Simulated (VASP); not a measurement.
Input of a VASP 6.6.1 run:

File INCAR:

```
PREC = Accurate
ENCUT = 520
EDIFF = 1E-7
ISMEAR = 0
SIGMA = 0.15
LREAL = False
LASPH = True
NELM = 100
ALGO = Normal
ISIF = 2
LWAVE = False
LCHARG = True
GGA = PE
LELF = True
LVHAR = True
NBANDS = 13
```

File KPOINTS:

```
Automatic mesh
0
Gamma
  16 16 16
```

Contents of POSCAR:

```
Pb
1.0
    0.0000000000      2.3710080000      2.4698000000
    2.3710080000      0.0000000000      2.4698000000
    2.3710080000      2.3710080000      0.0000000000
Pb
1
Direct
    0.0000000000      0.0000000000      0.0000000000
```

Potentials or basis: VASP PAW PBE potentials, release 64 (Pb_d).

Launch:

```bash
$ cat potpaw_PBE.64/Pb_d/POTCAR > POTCAR
$ mpirun -np 1 vasp_std > vasp.out
```

(1) Estimate the band gap on the k mesh.

(2) Estimate the pressure.

Answers

(1) zero (bands 7 and 8 overlap by 10.12 eV).

(2) 7.8 GPa.

Caveat: the cell differs from its parent crystal (strain -0.040 along x and y, +0.000 along z); the cell stands under pressure; spin-orbit coupling is left out, which moves the levels of the heavy elements.
